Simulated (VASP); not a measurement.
# Ag (Fm-3m) in VASP: settings compared

Aim: see how the results for Ag move with the level of theory and the settings. Levels: LDA, LDA+U, PBE+D4+U, rpbe exchange, lyp correlation. Tasks: vibrations by perturbation theory, single point, relaxation of cell and atoms.

All numbers are computed with VASP 6.6.1; they aren't measurements. Logs are shortened: lines on timing, memory, paths and dates and some standing lists are left out, and cuts for length are marked.

**1. The cell of the first run**

It takes space group Fm-3m (No. 225, cubic). The conventional cell has a = 4.085 Å, b = 4.085 Å, c = 4.085 Å, α = 90.00°, β = 90.00°, γ = 90.00°. Ag (site symmetry m-3m) has 12 Ag at 2.89 Å within 3.8 Å.

**2. Vibrations by perturbation theory, LDA**

Contents of INCAR:

```
SYSTEM = Ag
PREC = Accurate
ENCUT = 500
EDIFF = 1E-8
ISMEAR = -1
SIGMA = 0.05
LREAL = .False.
LASPH = .True.
NELM = 120
ALGO = Normal
ISIF = 2
LWAVE = .False.
LCHARG = .False.
GGA = CA
NBANDS = 12
IBRION = 8
NSW = 1
GGA_COMPAT = .False.
```

Contents of KPOINTS:

```
regular mesh
0
Gamma
  9 9 9
  0 0 0
```

Contents of POSCAR:

```
Ag
1.0
    0.0000000000      2.0427500000      2.0427500000
    2.0427500000      0.0000000000      2.0427500000
    2.0427500000      2.0427500000      0.0000000000
Ag
1
Direct
    0.0000000000      0.0000000000      0.0000000000
```

Potentials or basis: VASP PAW LDA potentials, release 64 (Ag).

Launch:

```sh
cat potpaw_LDA.64/Ag/POTCAR > POTCAR
mpirun -np 1 vasp_std > vasp.out
```

OUTCAR:

```text
SYSTEM = Ag
   PREC = Accurate
   ENCUT = 500
   EDIFF = 1E-8
   ISMEAR = -1
   LREAL = .False.
   LASPH = .True.
   NELM = 120
   ISIF = 2
   GGA = CA
   IBRION = 8
   NSW = 1

 ion  position               nearest neighbor table
   1  0.000  0.000  0.000-

  LATTYP: Found a face centered cubic cell.
 ALAT       =     4.0855000000

  Lattice vectors:

 A1 = (   0.0000000000,   2.0427500000,   2.0427500000)
 A2 = (   2.0427500000,   0.0000000000,   2.0427500000)
 A3 = (   2.0427500000,   2.0427500000,   0.0000000000)

Analysis of symmetry for initial positions (statically):
=====================================================================
 Subroutine PRICEL returns:
 Original cell was already a primitive cell.

 Routine SETGRP: Setting up the symmetry group for a
 face centered cubic supercell.

 Subroutine GETGRP returns: Found 48 space group operations
 (whereof 48 operations were pure point group operations)
 out of a pool of 48 trial point group operations.

The static configuration has the point symmetry O_h .

Analysis of symmetry for dynamics (positions and initial velocities):
=====================================================================
 Subroutine PRICEL returns:
 Original cell was already a primitive cell.

 Routine SETGRP: Setting up the symmetry group for a
 face centered cubic supercell.

 Subroutine GETGRP returns: Found 48 space group operations
 (whereof 48 operations were pure point group operations)
 out of a pool of 48 trial point group operations.

The dynamic configuration has the point symmetry O_h .

 Subroutine INISYM returns: Found 48 space group operations
 (whereof 48 operations are pure point group operations),
 and found     1 'primitive' translations

----------------------------------------------------------------------------------------

                                     Primitive cell

  volume of cell :      17.0481

  direct lattice vectors                    reciprocal lattice vectors
     0.000000000  2.042750000  2.042750000    -0.244768082  0.244768082  0.244768082
     2.042750000  0.000000000  2.042750000     0.244768082 -0.244768082  0.244768082
     2.042750000  2.042750000  0.000000000     0.244768082  0.244768082 -0.244768082

  length of vectors
     2.888884755  2.888884755  2.888884755     0.423950755  0.423950755  0.423950755

  position of ions in fractional coordinates (direct lattice)
     0.000000000  0.000000000  0.000000000

  ion indices of the primitive-cell ions
   primitive index   ion index
                 1           1

----------------------------------------------------------------------------------------

 KPOINTS: regular mesh

Automatic generation of k-mesh.
 Grid dimensions read from file:
 generate k-points for:    9    9    9

 Generating k-lattice:

  Cartesian coordinates                     Fractional coordinates (reciprocal lattice)
    -0.027196454  0.027196454  0.027196454     0.111111111  0.000000000  0.000000000
     0.027196454 -0.027196454  0.027196454     0.000000000  0.111111111  0.000000000
     0.027196454  0.027196454 -0.027196454     0.000000000  0.000000000  0.111111111

  Length of vectors
     0.047105639  0.047105639  0.047105639

  Shift w.r.t. Gamma in fractional coordinates (k-lattice)
     0.000000000  0.000000000  0.000000000

 Subroutine IBZKPT returns following result:
 ===========================================

 Found     35 irreducible k-points:

 Following reciprocal coordinates:
            Coordinates               Weight
  0.000000  0.000000  0.000000      1.000000
  0.111111  0.000000  0.000000      8.000000
  0.222222  0.000000  0.000000      8.000000
  0.333333  0.000000  0.000000      8.000000
  0.444444  0.000000  0.000000      8.000000
  0.111111  0.111111  0.000000      6.000000
[... 16 lines left out ...]
 -0.333333  0.333333  0.000000     12.000000
  0.444444  0.444444  0.000000      6.000000
 [... further k-points ...]
   k-points           NKPTS =     35   k-points in BZ     NKDIM =     35   number of bands    NBANDS=     12
   number of dos      NEDOS =    301   number of ions     NIONS =      1
   total plane-waves  NPLWV =  13824
   dimension x,y,z NGX =    24 NGY =   24 NGZ =   24
   dimension x,y,z NGXF=    48 NGYF=   48 NGZF=   48
   ions per type =               1
   NGX,Y,Z   is equivalent  to a cutoff of  13.81, 13.81, 13.81 a.u.
   NGXF,Y,Z  is equivalent  to a cutoff of  27.62, 27.62, 27.62 a.u.
 SYSTEM =  Ag
   PREC   = accura    normal or accurate (medium, high low for compatibility)
   ISTART =      0    job   : 0-new  1-cont  2-samecut
   ICHARG =      2    charge: 1-file 2-atom 10-const
   ISPIN  =      1    spin polarized calculation?
   LNONCOLLINEAR =      F non collinear calculations
   LSORBIT =      F    spin-orbit coupling
   LASPH  =      T    aspherical Exc in radial PAW
   ENCUT  =  500.0 eV  36.75 Ry    6.06 a.u.   5.27  5.27  5.27*2*pi/ulx,y,z
   NELM   =    120;   NELMIN=  2; NELMDL= -5     # of ELM steps
   EDIFF  = 0.1E-07   stopping-criterion for ELM
   LREAL  =      F    real-space projection
   EDIFFG = 0.1E-06   stopping-criterion for IOM
   NSW    =      1    number of steps for IOM
   IBRION =      8    ionic relax: 0-MD 1-quasi-New 2-CG
   NFREE  =      0    steps in history (QN), initial steepest desc. (CG)
   ISIF   =      2    stress and relaxation
   ISYM   =      2    0-nonsym 1-usesym 2-fastsym
   POTIM  = 0.5000    time-step for ionic-motion
   TEBEG  =    0.0;   TEEND  =   0.0 temperature during run
   PSTRESS=    0.0 pullay stress
   NELECT =      11.0000    total number of electrons
   NUPDOWN=      -1.0000    fix difference up-down
   EMIN   =  10.00;   EMAX   =-10.00  energy-range for DOS
   EFERMI =   0.00;   METHOD = LEGACY
   ISMEAR =    -1;   SIGMA  =   0.05  broadening in eV -4-tet -1-fermi 0-gaus
   EFERMI_NEDOS =   21; number of points for ismear=-14 and -15
   IALGO  =     38    algorithm
   IMIX   =      4    mixing-type and parameters
     AMIX     =   0.40;   BMIX     =  1.00
     AMIX_MAG =   1.60;   BMIX_MAG =  1.00
  volume/ion in A,a.u.               =      17.05       115.05
  Fermi-wavevector in a.u.,A,eV,Ry     =   1.414644  2.673290 27.228221  2.001218
  Thomas-Fermi vector in A             =   2.536165
   LORBIT       =      0    0 simple, 1 ext, 2 COOP (PROOUT), +10 PAW based schemes
   GGA     = CA    functional components
   LHFCALC =     F    Hartree Fock is set to
   AEXX    =    0.0000 exact exchange contribution
   IVDW    =     0    specifies the selected vdW correction
   LEPSILON=     F    determine dielectric tensor
   LRPA    =     F    only Hartree local field effects (RPA)
 non-spin polarized calculation
  energy-cutoff  :      500.00
  volume of cell :       17.05
 maximum number of plane-waves:       448
 NGX is ok and might be reduce to    24
   NGX = 11   NGY = 11   NGZ = 11

--------------------------------------- Ionic step        1  -------------------------------------------

 number of electron      10.9999999 magnetization

 Free energy of the ion-electron system (eV)
  ---------------------------------------------------
  ext. energy  EPLUGINS =         0.00000000
  ---------------------------------------------------
  free energy    TOTEN  =        -3.77812944 eV

  energy without entropy =       -3.77731022  energy(sigma->0) =       -3.77771983

 E-fermi :   8.4452     XC(G=0): -12.5838

 val. band max:        8.0328310736   @ k =   0.4444   0.3333   0.0000
 cond. band min:       8.5827150492   @ k =  -0.4444   0.1111   0.0000
 fundamental gap:      0.5498839756
 Fermi energy:         8.4451712531

 k-point     1 :       0.0000    0.0000    0.0000
  band No.  band energies     occupation
      1       0.3203      2.00000
      2       3.3743      2.00000
      3       3.3743      2.00000
      4       3.3743      2.00000
      5       4.4280      2.00000
      6       4.4280      2.00000
      7      24.1725      0.00000
      8      27.6716      0.00000
      9      27.6716      0.00000
     10      27.6716      0.00000
     11      32.6925      0.00000
     12      33.6705      0.00000

 k-point     2 :       0.1111    0.0000    0.0000
  band No.  band energies     occupation
      1       0.6972      2.00000
      2       3.2975      2.00000
      3       3.4727      2.00000
      4       3.4727      2.00000
      5       4.3964      2.00000
      6       4.3964      2.00000
      7      23.9469      0.00000
      8      25.4707      0.00000
      9      27.8130      0.00000
     10      27.8130      0.00000
     11      31.8136      0.00000
     12      33.1244      0.00000
[... 301 lines left out ...]
 k-point    23 :      -0.3333    0.3333    0.0000
  band No.  band energies     occupation
      1       2.4024      2.00000
      2       2.9951      2.00000
      3       3.6075      2.00000
      4       4.3828      2.00000
      5       4.9468      2.00000
      6      11.2579      0.00000
      7      13.9412      0.00000
      8      15.6291      0.00000
      9      22.2746      0.00000
     10      24.8881      0.00000
     11      34.5523      0.00000
     12      34.5815      0.00000

 k-point    24 :       0.4444    0.4444    0.0000
  band No.  band energies     occupation
      1       1.7779      2.00000
      2       1.9046      2.00000
      3       5.1788      2.00000
      4       5.3573      2.00000
      5       5.3573      2.00000
      6       8.9106      0.00018
      7      15.8363      0.00000
      8      18.9385      0.00000
      9      18.9385      0.00000
     10      25.3665      0.00000
     11      25.3961      0.00000
     12      37.7146      0.00000

 [... further k-points ...]

------------------------ aborting loop because EDIFF is reached ----------------------------------------

  FORCE on cell =-STRESS in cart. coord.  units (eV):
  Direction    XX          YY          ZZ          XY          YZ          ZX
  --------------------------------------------------------------------------------------
  -------------------------------------------------------------------------------------
  Total       -0.7757860     -0.7757860     -0.7757860     -0.0000000      0.0000000     -0.0000000
  in kB      -72.9082844    -72.9082844    -72.9082844     -0.0000000      0.0000000     -0.0000000
  external PRESSURE =     -72.9082844 kB  Pullay stress =       0.0000000 kB

 VOLUME and BASIS-vectors are now :
 -----------------------------------------------------------------------------
  energy-cutoff  :      500.00
  volume of cell :       17.05
      direct lattice vectors                 reciprocal lattice vectors
     0.000000000  2.042750000  2.042750000    -0.244768082  0.244768082  0.244768082
     2.042750000  0.000000000  2.042750000     0.244768082 -0.244768082  0.244768082
     2.042750000  2.042750000  0.000000000     0.244768082  0.244768082 -0.244768082

 POSITION                                       TOTAL-FORCE (eV/Angst)
 -----------------------------------------------------------------------------------
      0.00000      0.00000      0.00000         0.000000      0.000000      0.000000
 -----------------------------------------------------------------------------------
    total drift:                               -0.000000      0.000000      0.000000

  FREE ENERGIE OF THE ION-ELECTRON SYSTEM (eV)
  ---------------------------------------------------
  free  energy   TOTEN  =        -3.7781294402 eV

  energy  without entropy=       -3.7773102165  energy(sigma->0) =       -3.77771983

[... ionic steps 2 to 3 ...]

--------------------------------------- Ionic step        4  -------------------------------------------

 Free energy of the ion-electron system (eV)
  ---------------------------------------------------
  ---------------------------------------------------
  free energy    TOTEN  =        -0.28406876 eV

  energy without entropy =       -0.28406876

------------------------ aborting loop because EDIFF is reached ----------------------------------------

 INTERNAL STRAIN TENSOR  FOR ION    1  DIRECTION 1   (eV/Angst):
 -----------------------------------------------------------------------------
     0.00290  0.00000  0.00000
    -0.00000 -0.00207  0.00000
     0.00000  0.00000 -0.00207

 INTERNAL STRAIN TENSOR FOR ION    1 for displacements in x,y,z  (eV/Angst):
          X           Y           Z          XY          YZ          ZX
  --------------------------------------------------------------------------------
  x     0.00000     0.00000     0.00000     0.00000     0.00000     0.00000
  y     0.00000     0.00000     0.00000     0.00000     0.00000     0.00000
  z     0.00000     0.00000     0.00000     0.00000     0.00000     0.00000

 SECOND DERIVATIVES (NOT SYMMETRIZED)
 ------------------------------------
               1X          1Y          1Z
  1X    -0.002110    0.000000    0.000000
  1Y     0.000000   -0.002110    0.000000
  1Z     0.000000    0.000000   -0.002110

 Eigenvectors and eigenvalues of the dynamical matrix
 ----------------------------------------------------

   1 f  =    0.069143 THz     0.434438 2PiTHz    2.306360 cm-1     0.285952 meV
             X         Y         Z           dx          dy          dz
      0.000000  0.000000  0.000000     1.000000    0.000000    0.000000

   2 f  =    0.069143 THz     0.434438 2PiTHz    2.306360 cm-1     0.285952 meV
             X         Y         Z           dx          dy          dz
      0.000000  0.000000  0.000000     0.000000    1.000000    0.000000

   3 f  =    0.069143 THz     0.434438 2PiTHz    2.306360 cm-1     0.285952 meV
             X         Y         Z           dx          dy          dz
      0.000000  0.000000  0.000000     0.000000    0.000000    1.000000

--------------------------------------------------------------------------------------------------------

 ELASTIC MODULI CONTR FROM IONIC RELAXATION (kBar)
 Direction    XX          YY          ZZ          XY          YZ          ZX
 --------------------------------------------------------------------------------
 XX           0.0000      0.0000      0.0000      0.0000      0.0000      0.0000
 YY           0.0000      0.0000      0.0000      0.0000      0.0000      0.0000
 ZZ           0.0000      0.0000      0.0000      0.0000      0.0000      0.0000
 XY           0.0000      0.0000      0.0000      0.0000      0.0000      0.0000
 YZ           0.0000      0.0000      0.0000      0.0000      0.0000      0.0000
 ZX           0.0000      0.0000      0.0000      0.0000      0.0000      0.0000
 --------------------------------------------------------------------------------
```

Wall time 36 s (1 thread of Intel Xeon 8259CL, shared host); peak memory 0.16 GiB.

Caveat: the cell stands under pressure or tension, which shifts response properties.

**3. Single point, LDA+U, non-collinear spin, zero start, spin-orbit coupling**

Contents of INCAR:

```
SYSTEM = Ag
PREC = Accurate
ENCUT = 500
EDIFF = 1E-6
ISMEAR = 1
SIGMA = 0.01
LREAL = .FALSE.
LASPH = .TRUE.
NELM = 200
ALGO = Normal
ISIF = 2
LWAVE = .FALSE.
LCHARG = .FALSE.
MAGMOM = 0 0 0
LORBIT = 11
LSORBIT = .TRUE.
GGA_COMPAT = .FALSE.
LORBMOM = .TRUE.
LMAXMIX = 4
LDAU = .TRUE.
LDAUTYPE = 2
LDAUL = 2
LDAUU = 6
LDAUJ = 0
LDAUPRINT = 1
NBANDS = 22
```

Contents of KPOINTS:

```
Automatic mesh
0
G
  8 8 8
  0 0 0
```

POSCAR is that of step 2.

Potentials or basis: VASP PAW LDA potentials, release 64 (Ag).

Launch:

```sh
cat potpaw_LDA.64/Ag/POTCAR > POTCAR
mpirun -np 1 vasp_ncl > vasp.out
```

Wall time 47 s (1 thread of AMD EPYC 7R43 (Zen 3), shared host); peak memory 0.13 GiB.

The run converged. Its results:

- Free energy: -1.8657 eV
- Pressure: -8.6 GPa
- Net moment: 0.00 μB per cell
- Valence electrons inside the program's atomic spheres: Ag 10.09

Moments on the atoms (μB; x, y, z):
```
Ag  0.00 0.00 0.00
```

Caveat: the cell stands under tension; the U is typed as a test and isn't derived for this compound. The state reached can hang on the start; a lower one may exist.

**4. Single point, PBE+D4+U, non-collinear spin, zero start, spin-orbit coupling**

This run uses another cell than the first one, of 17.36 Å³/atom.

Contents of INCAR:

```
PREC = Accurate
ENCUT = 520
EDIFF = 1E-6
ISMEAR = -5
SIGMA = 0.05
LREAL = False
LASPH = True
NELM = 150
ALGO = Fast
ISIF = 2
LWAVE = False
LCHARG = False
MAGMOM = 0 0 0
LORBIT = 11
LSORBIT = True
GGA_COMPAT = False
LORBMOM = True
LMAXMIX = 4
LDAU = True
LDAUTYPE = 2
LDAUL = 2
LDAUU = 4.5
LDAUJ = 0
LDAUPRINT = 1
GGA = PE
IVDW = 13
NBANDS = 22
```

Contents of KPOINTS:

```
Automatic mesh
0
Gamma
  11 11 11
```

Contents of POSCAR:

```
Ag
1.0
    0.0000000000      2.0550156320      2.0550156320
    2.0550156320      0.0000000000      2.0550156320
    2.0550156320      2.0550156320      0.0000000000
Ag
1
Direct
    0.0000000000      0.0000000000      0.0000000000
```

Potentials or basis: VASP PAW PBE potentials, release 64 (Ag).

Launch:

```sh
cat potpaw_PBE.64/Ag/POTCAR > POTCAR
mpirun -np 1 vasp_ncl > vasp.out
```

Run time: 54 s. Hardware: 1 thread of Intel Xeon Platinum 8488C (Sapphire Rapids), shared host; peak memory 0.21 GiB.

Results (log left out):

- Free energy: -1.8320 eV
- Pressure: -3.2 GPa
- Net moment: 0.00 μB per cell
- Valence electrons inside the program's atomic spheres: Ag 10.03
- Dispersion energy per atom: -0.559 eV

Moments on the atoms (μB; x, y, z):
```
Ag  0.00 0.00 0.00
```

Caveat: the cell stands under tension; the U is typed as a test and isn't derived for this compound.

(Part 1 of 2 ends here.)
